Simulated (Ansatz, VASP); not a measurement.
## BN: VASP beside Ansatz

INCAR

```
  PREC = Accurate
  ENCUT = 600
  EDIFF = 1E-6
  ISMEAR = 0
  SIGMA = 0.05
  LREAL = F
  LASPH = T
  NELM = 120
  ALGO = Normal
  ISIF = 2
  LWAVE = F
  LCHARG = F
  GGA = PE
  IVDW = 12
  NBANDS = 11
  GGA_COMPAT = F
```

Contents of KPOINTS:

```
regular mesh
0
Gamma
  12 12 12
```

Contents of POSCAR:

```
BN
1.0
    0.0000000000      1.7911293211      1.7911293211
    1.7911293211      0.0000000000      1.7911293211
    1.7911293211      1.7911293211      0.0000000000
B N
1 1
Direct
    0.0000000000      0.0000000000      0.0000000000
    0.7500000000      0.7500000000      0.7500000000
```

Input for Ansatz:

```yaml
crystal:
  lattice:
    - [0.0, 1.7911293211, 1.7911293211]
    - [1.7911293211, 0.0, 1.7911293211]
    - [1.7911293211, 1.7911293211, 0.0]
  atoms:
    - { symbol: B, position: [0.0, 0.0, 0.0] }
    - { symbol: "N", position: [0.75, 0.75, 0.75] }
basis:
  ecutwfc: 420
  ecutrho_ratio: 4
kpoints:
  mp_grid: { grid: [12, 12, 12] }
hamiltonian:
  xc: pbe
  dispersion: d3bj
scf:
  occupations: { method: gaussian, width: 0.05 }
output:
  forces: true
  stress: true
  eigenvalues: true
```

Alike in both runs: task single point; functional PBE; dispersion D3(BJ); k mesh 12 × 12 × 12; occupations gaussian, width 0.05 eV; no spin polarisation.

|  | VASP | Ansatz |
| --- | --- | --- |
| version | VASP 6.6.1 | Ansatz 0.2.0 |
| potentials or method | VASP PAW PBE potentials, release 64 (B, N), cutoff 600 eV | scalar-relativistic, plane waves, PAW |
| valence electrons in the cell | 8 | 8 |

Ansatz gave:

```
gap on the k mesh at the Fermi level (eV) : 4.50
least direct gap on the mesh (eV)         : 8.96
pressure (GPa)                            : 8.0
```

Problem. What did VASP give for the same quantities?

Solution. gap on the k mesh at the Fermi level (eV): 4.49; least direct gap on the mesh (eV): 8.95; pressure (GPa): 8.1.
